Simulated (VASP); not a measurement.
# SiO2 (P4_2/mnm) in VASP: a series of runs

Runs on SiO2. Level: PBE. Tasks: single point.

Everything below comes from runs of VASP 6.6.1. Logs are shortened: lines on timing, memory, paths and dates and some standing lists are left out, and cuts for length are marked.

## Step 1: The cell of the first run

It takes space group P4_2/mnm (No. 136, tetragonal). The conventional cell has a = 4.032 Å, b = 4.032 Å, c = 2.614 Å, α = 90.00°, β = 90.00°, γ = 90.00°. Si (site symmetry mmm) has 6 O at 1.72 to 1.73 Å within 2.3 Å. Within 2.3 Å of O (site symmetry m2m) lie 3 Si at 1.72 to 1.73 Å and 1 O at 2.25 Å.

## Step 2: Single point, PBE (7.08 Å³/atom)

INCAR

```
SYSTEM = SiO2
PREC = Accurate
ENCUT = 520
EDIFF = 1E-6
ISMEAR = 0
SIGMA = 0.02
LREAL = .FALSE.
LASPH = .TRUE.
NELM = 80
ALGO = Normal
ISIF = 2
LWAVE = .FALSE.
LCHARG = .TRUE.
GGA = PE
LELF = .TRUE.
LVHAR = .TRUE.
NBANDS = 25
```

KPOINTS

```
Automatic mesh
0
G
  6 6 8
  0 0 0
```

POSCAR

```
SiO2
1.0
    4.0316219511      0.0000000000      0.0000000000
    0.0000000000      4.0316219511      0.0000000000
    0.0000000000      0.0000000000      2.6137971915
Si O
2 4
Direct
    0.0000000000      0.0000000000      0.0000000000
    0.5000000000      0.5000000000      0.5000000000
    0.3027360067      0.3027360067      0.0000000000
    0.1972639933      0.8027360067      0.5000000000
    0.6972639933      0.6972639933      0.0000000000
    0.8027360067      0.1972639933      0.5000000000
```

Potentials or basis: VASP PAW PBE potentials, release 64 (Si, O).

Launch:

```
> cat potpaw_PBE.64/Si/POTCAR potpaw_PBE.64/O/POTCAR > POTCAR
> mpirun -np 1 vasp_std > vasp.out
```

OUTCAR:

```text
SYSTEM = SiO2
   PREC = Accurate
   ENCUT = 520
   EDIFF = 1E-6
   ISMEAR = 0
   LREAL = .FALSE.
   LASPH = .TRUE.
   NELM = 80
   ISIF = 2
   GGA = PE

 ion  position               nearest neighbor table
   1  0.000  0.000  0.000-   4 1.72   6 1.72   4 1.72   6 1.72   5 1.73   3 1.73   2 3.14   2 3.14
                             2 3.14   2 3.14   2 3.14   2 3.14   2 3.14   2 3.14
   2  0.500  0.500  0.500-   3 1.72   5 1.72   3 1.72   5 1.72   4 1.73   6 1.73   1 3.14   1 3.14
                             1 3.14   1 3.14   1 3.14   1 3.14   1 3.14   1 3.14
   3  0.303  0.303  0.000-   2 1.72   2 1.72   1 1.73
   4  0.197  0.803  0.500-   1 1.72   1 1.72   2 1.73
   5  0.697  0.697  0.000-   2 1.72   2 1.72   1 1.73
   6  0.803  0.197  0.500-   1 1.72   1 1.72   2 1.73

  LATTYP: Found a simple tetragonal cell.
 ALAT       =     4.0316219511
 C/A-ratio  =     0.6483239806

  Lattice vectors:

 A1 = (   4.0316219511,   0.0000000000,   0.0000000000)
 A2 = (   0.0000000000,   4.0316219511,   0.0000000000)
 A3 = (   0.0000000000,   0.0000000000,   2.6137971915)

Analysis of symmetry for initial positions (statically):
=====================================================================
 Subroutine PRICEL returns:
 Original cell was already a primitive cell.

 Routine SETGRP: Setting up the symmetry group for a
 simple tetragonal supercell.

 Subroutine GETGRP returns: Found 16 space group operations
 (whereof  8 operations were pure point group operations)
 out of a pool of 16 trial point group operations.

The static configuration has the point symmetry D_2h.
 The point group associated with its full space group is D_4h.

Analysis of symmetry for dynamics (positions and initial velocities):
=====================================================================
 Subroutine PRICEL returns:
 Original cell was already a primitive cell.

 Routine SETGRP: Setting up the symmetry group for a
 simple tetragonal supercell.

 Subroutine GETGRP returns: Found 16 space group operations
 (whereof  8 operations were pure point group operations)
 out of a pool of 16 trial point group operations.

The dynamic configuration has the point symmetry D_2h.
 The point group associated with its full space group is D_4h.

 Subroutine INISYM returns: Found 16 space group operations
 (whereof  8 operations are pure point group operations),
 and found     1 'primitive' translations

----------------------------------------------------------------------------------------

                                     Primitive cell

  volume of cell :      42.4846

  direct lattice vectors                    reciprocal lattice vectors
     4.031621951  0.000000000  0.000000000     0.248039130  0.000000000  0.000000000
     0.000000000  4.031621951  0.000000000     0.000000000  0.248039130  0.000000000
     0.000000000  0.000000000  2.613797191     0.000000000  0.000000000  0.382585154

  length of vectors
     4.031621951  4.031621951  2.613797191     0.248039130  0.248039130  0.382585154

  position of ions in fractional coordinates (direct lattice)
     0.000000000  0.000000000  0.000000000
     0.500000000  0.500000000  0.500000000
     0.302736007  0.302736007  0.000000000
     0.197263993  0.802736007  0.500000000
     0.697263993  0.697263993  0.000000000
     0.802736007  0.197263993  0.500000000

  ion indices of the primitive-cell ions
   primitive index   ion index
                 1           1
                 2           2
                 3           3
                 4           4
                 5           5
                 6           6

----------------------------------------------------------------------------------------

 KPOINTS: Automatic mesh

Automatic generation of k-mesh.
 Grid dimensions read from file:
 generate k-points for:    6    6    8

 Generating k-lattice:

  Cartesian coordinates                     Fractional coordinates (reciprocal lattice)
     0.041339855  0.000000000  0.000000000     0.166666667  0.000000000  0.000000000
     0.000000000  0.041339855  0.000000000     0.000000000  0.166666667  0.000000000
     0.000000000  0.000000000  0.047823144     0.000000000  0.000000000  0.125000000

  Length of vectors
     0.041339855  0.041339855  0.047823144

  Shift w.r.t. Gamma in fractional coordinates (k-lattice)
     0.000000000  0.000000000  0.000000000

 Subroutine IBZKPT returns following result:
 ===========================================

 Found     50 irreducible k-points:

 Following reciprocal coordinates:
            Coordinates               Weight
  0.000000  0.000000  0.000000      1.000000
  0.166667  0.000000  0.000000      4.000000
  0.333333  0.000000  0.000000      4.000000
  0.500000  0.000000  0.000000      2.000000
  0.166667  0.166667  0.000000      4.000000
  0.333333  0.166667  0.000000      8.000000
[... 16 lines left out ...]
  0.333333  0.000000  0.250000      8.000000
  0.500000  0.000000  0.250000      4.000000
 [... further k-points ...]
   k-points           NKPTS =     50   k-points in BZ     NKDIM =     50   number of bands    NBANDS=     25
   number of dos      NEDOS =    301   number of ions     NIONS =      6
   total plane-waves  NPLWV =  18000
   dimension x,y,z NGX =    30 NGY =   30 NGZ =   20
   dimension x,y,z NGXF=    60 NGYF=   60 NGZF=   40
   ions per type =               2   4
   NGX,Y,Z   is equivalent  to a cutoff of  12.37, 12.37, 12.72 a.u.
   NGXF,Y,Z  is equivalent  to a cutoff of  24.74, 24.74, 25.44 a.u.
 SYSTEM =  SiO2
   PREC   = accura    normal or accurate (medium, high low for compatibility)
   ISTART =      0    job   : 0-new  1-cont  2-samecut
   ICHARG =      2    charge: 1-file 2-atom 10-const
   ISPIN  =      1    spin polarized calculation?
   LNONCOLLINEAR =      F non collinear calculations
   LSORBIT =      F    spin-orbit coupling
   LASPH  =      T    aspherical Exc in radial PAW
   ENCUT  =  520.0 eV  38.22 Ry    6.18 a.u.   7.50  7.50  4.86*2*pi/ulx,y,z
   NELM   =     80;   NELMIN=  2; NELMDL= -5     # of ELM steps
   EDIFF  = 0.1E-05   stopping-criterion for ELM
   LREAL  =      F    real-space projection
   EDIFFG = 0.1E-04   stopping-criterion for IOM
   NSW    =      0    number of steps for IOM
   IBRION =     -1    ionic relax: 0-MD 1-quasi-New 2-CG
   NFREE  =      0    steps in history (QN), initial steepest desc. (CG)
   ISIF   =      2    stress and relaxation
   ISYM   =      2    0-nonsym 1-usesym 2-fastsym
   POTIM  = 0.5000    time-step for ionic-motion
   TEBEG  =    0.0;   TEEND  =   0.0 temperature during run
   PSTRESS=    0.0 pullay stress
   NELECT =      32.0000    total number of electrons
   NUPDOWN=      -1.0000    fix difference up-down
   EMIN   =  10.00;   EMAX   =-10.00  energy-range for DOS
   EFERMI =   0.00;   METHOD = LEGACY
   ISMEAR =     0;   SIGMA  =   0.02  broadening in eV -4-tet -1-fermi 0-gaus
   EFERMI_NEDOS =   21; number of points for ismear=-14 and -15
   IALGO  =     38    algorithm
   IMIX   =      4    mixing-type and parameters
     AMIX     =   0.40;   BMIX     =  1.00
     AMIX_MAG =   1.60;   BMIX_MAG =  1.00
  volume/ion in A,a.u.               =       7.08        47.78
  Fermi-wavevector in a.u.,A,eV,Ry     =   1.489525  2.814793 30.187019  2.218683
  Thomas-Fermi vector in A             =   2.602422
   LORBIT       =      0    0 simple, 1 ext, 2 COOP (PROOUT), +10 PAW based schemes
   GGA     = PE    functional components
   LHFCALC =     F    Hartree Fock is set to
   AEXX    =    0.0000 exact exchange contribution
   IVDW    =     0    specifies the selected vdW correction
   LEPSILON=     F    determine dielectric tensor
   LRPA    =     F    only Hartree local field effects (RPA)
 non-spin polarized calculation
 Gauss-broadening in eV      SIGMA  =   0.02
  energy-cutoff  :      520.00
  volume of cell :       42.48
 maximum number of plane-waves:      1178
 NGX is ok and might be reduce to    30
   NGX = 15   NGY = 15   NGZ =  9

 number of electron      31.9999990 magnetization

 Free energy of the ion-electron system (eV)
  ---------------------------------------------------
  ext. energy  EPLUGINS =         0.00000000
  ---------------------------------------------------
  free energy    TOTEN  =       -45.56382050 eV

  energy without entropy =      -45.56382050  energy(sigma->0) =      -45.56382050

 E-fermi :   9.7292     XC(G=0): -12.7690

 val. band max:        9.6234947995   @ k =   0.0000   0.0000   0.0000
 cond. band min:      16.4648257413   @ k =   0.0000   0.0000   0.0000
 fundamental gap:      6.8413309418
 Fermi energy:         9.7291783862

 k-point     1 :       0.0000    0.0000    0.0000
  band No.  band energies     occupation
      1     -13.9602      2.00000
      2      -9.8656      2.00000
      3      -9.8656      2.00000
      4      -9.3534      2.00000
      5      -2.0604      2.00000
      6       2.4754      2.00000
[... 17 lines left out ...]
     24      25.6226      0.00000
     25      26.5648      0.00000

 k-point     2 :       0.1667    0.0000    0.0000
  band No.  band energies     occupation
      1     -13.7954      2.00000
      2     -10.5585      2.00000
      3      -9.7756      2.00000
      4      -9.0359      2.00000
      5      -1.8480      2.00000
      6       1.8770      2.00000
[... 17 lines left out ...]
     24      24.7581      0.00000
     25      26.3458      0.00000

 k-point     3 :       0.3333    0.0000    0.0000
  band No.  band energies     occupation
      1     -13.3128      2.00000
      2     -11.5841      2.00000
      3      -9.5309      2.00000
      4      -8.9801      2.00000
      5      -1.2674      2.00000
      6       0.6889      2.00000
[... 552 lines left out ...]
 k-point    23 :       0.3333    0.0000    0.2500
  band No.  band energies     occupation
      1     -12.4900      2.00000
      2     -10.9655      2.00000
      3      -9.2508      2.00000
      4      -9.0006      2.00000
      5      -0.6808      2.00000
      6       1.1190      2.00000
[... 17 lines left out ...]
     24      23.1427      0.00000
     25      23.9431      0.00000

 k-point    24 :       0.5000    0.0000    0.2500
  band No.  band energies     occupation
      1     -11.8049      2.00000
      2     -11.8049      2.00000
      3      -9.0878      2.00000
      4      -9.0878      2.00000
      5       0.2489      2.00000
      6       0.2489      2.00000
[... 17 lines left out ...]
     24      23.0507      0.00000
     25      23.9746      0.00000

 [... further k-points ...]

------------------------ aborting loop because EDIFF is reached ----------------------------------------

  FORCE on cell =-STRESS in cart. coord.  units (eV):
  Direction    XX          YY          ZZ          XY          YZ          ZX
  --------------------------------------------------------------------------------------
  -------------------------------------------------------------------------------------
  Total       12.2572623     12.2572623     12.4547956      0.0000000      0.0000000      0.0000000
  in kB      462.2453739    462.2453739    469.6947410      0.0000000      0.0000000      0.0000000
  external PRESSURE =     464.7284963 kB  Pullay stress =       0.0000000 kB

 VOLUME and BASIS-vectors are now :
 -----------------------------------------------------------------------------
  energy-cutoff  :      520.00
  volume of cell :       42.48
      direct lattice vectors                 reciprocal lattice vectors
     4.031621951  0.000000000  0.000000000     0.248039130  0.000000000  0.000000000
     0.000000000  4.031621951  0.000000000     0.000000000  0.248039130  0.000000000
     0.000000000  0.000000000  2.613797191     0.000000000  0.000000000  0.382585154

 POSITION                                       TOTAL-FORCE (eV/Angst)
 -----------------------------------------------------------------------------------
      0.00000      0.00000      0.00000         0.000000      0.000000      0.000000
      2.01581      2.01581      1.30690         0.000000      0.000000      0.000000
      1.22052      1.22052      0.00000        -0.005067     -0.005067      0.000000
      0.79529      3.23633      1.30690         0.005067     -0.005067      0.000000
      2.81110      2.81110      0.00000         0.005067      0.005067      0.000000
      3.23633      0.79529      1.30690        -0.005067      0.005067      0.000000
 -----------------------------------------------------------------------------------
    total drift:                               -0.000000      0.000000      0.000000

  FREE ENERGIE OF THE ION-ELECTRON SYSTEM (eV)
  ---------------------------------------------------
  free  energy   TOTEN  =       -45.5638205000 eV

  energy  without entropy=      -45.5638205000  energy(sigma->0) =      -45.56382050
```

It took 1.9 min on 1 thread of Intel Xeon 8259CL, shared host; peak memory 0.17 GiB.

Results:

| Property | Result |
| --- | --- |
| Free energy | -45.5638 eV |
| Pressure | 46.5 GPa |
| Largest force | 0.007 eV/Å |
| Band gap on the k mesh | 6.84 eV |

Forces on the atoms (eV/Å):
```
Si   0.000  0.000  0.000
Si   0.000  0.000  0.000
O   -0.005 -0.005  0.000
O    0.005 -0.005  0.000
O    0.005  0.005  0.000
O   -0.005  0.005  0.000
```

Caveat: the cell stands under pressure.

## Step 3: Single point, PBE (7.32 Å³/atom)

This run uses another cell than the first one, of 7.32 Å³/atom.

INCAR

```
  ALGO = Normal
  EDIFF = 1E-6
  ENCUT = 520
  GGA = PE
  ISIF = 2
  ISMEAR = 0
  LASPH = T
  LCHARG = T
  LELF = T
  LREAL = F
  LVHAR = T
  LWAVE = F
  NBANDS = 25
  NELM = 80
  PREC = Accurate
  SIGMA = 0.02
```

KPOINTS

```
k-points
0
Gamma
  6 6 8
```

POSCAR

```
SiO2
1.0
    4.0817650468      0.0000000000      0.0000000000
    0.0000000000      4.0817650468      0.0000000000
    0.0000000000      0.0000000000      2.6369033060
Si O
2 4
Direct
    0.0000000000      0.0000000000      0.0000000000
    0.5000000000      0.5000000000      0.5000000000
    0.3035595746      0.3035595746      0.0000000000
    0.1964404254      0.8035595746      0.5000000000
    0.6964404254      0.6964404254      0.0000000000
    0.8035595746      0.1964404254      0.5000000000
```

Potentials or basis: VASP PAW PBE potentials, release 64 (Si, O).

Launch:

```
> cat potpaw_PBE.64/Si/POTCAR potpaw_PBE.64/O/POTCAR > POTCAR
> mpirun -np 1 vasp_std > vasp.out
```

Wall time 1.7 min (1 thread of Intel Xeon 8259CL, shared host); peak memory 0.17 GiB.

It converged, with:

* Free energy: -45.9181 eV
* Pressure: 31.7 GPa
* Largest force: 0.010 eV/Å
* Band gap on the k mesh: 6.55 eV

Forces on the atoms (eV/Å):
```
Si   0.000  0.000  0.000
Si   0.000  0.000  0.000
O   -0.007 -0.007  0.000
O    0.007 -0.007  0.000
O    0.007  0.007  0.000
O   -0.007  0.007  0.000
```

Stress tensor (GPa, compression positive):
```
31.44  0.00  0.00
 0.00 31.44  0.00
 0.00  0.00 32.15
```

Levels at points of the mesh, in eV from the valence-band top:
| k point | band 12 | band 13 | band 14 | band 15 | band 16 | band 17 | band 18 | band 19 | band 20 | band 21 |
| --- | --- | --- | --- | --- | --- | --- | --- | --- | --- | --- |
| (0.00, 0.00, 0.00) | -3.36 | -2.52 | -0.94 | -0.94 | 0.00 | 6.55 | 6.78 | 8.76 | 8.76 | 11.17 |
| (0.50, 0.00, 0.00) | -4.22 | -2.82 | -2.82 | -1.10 | -1.10 | 8.38 | 8.38 | 9.39 | 9.39 | 11.59 |
| (0.50, 0.50, 0.00) | -3.51 | -2.96 | -2.96 | -2.47 | -2.47 | 8.07 | 8.07 | 10.52 | 10.52 | 13.87 |
| (0.00, 0.00, 0.50) | -4.95 | -3.45 | -3.45 | -2.87 | -2.87 | 9.87 | 9.87 | 13.16 | 13.16 | 13.85 |
| (0.50, 0.00, 0.50) | -4.33 | -2.41 | -2.41 | -1.92 | -1.92 | 9.31 | 9.31 | 10.62 | 10.62 | 12.60 |
| (0.50, 0.50, 0.50) | -4.63 | -1.78 | -1.78 | -1.71 | -1.71 | 7.76 | 7.76 | 11.60 | 11.60 | 11.81 |

Caveat: the cell stands under pressure. A k mesh can miss the band edges.
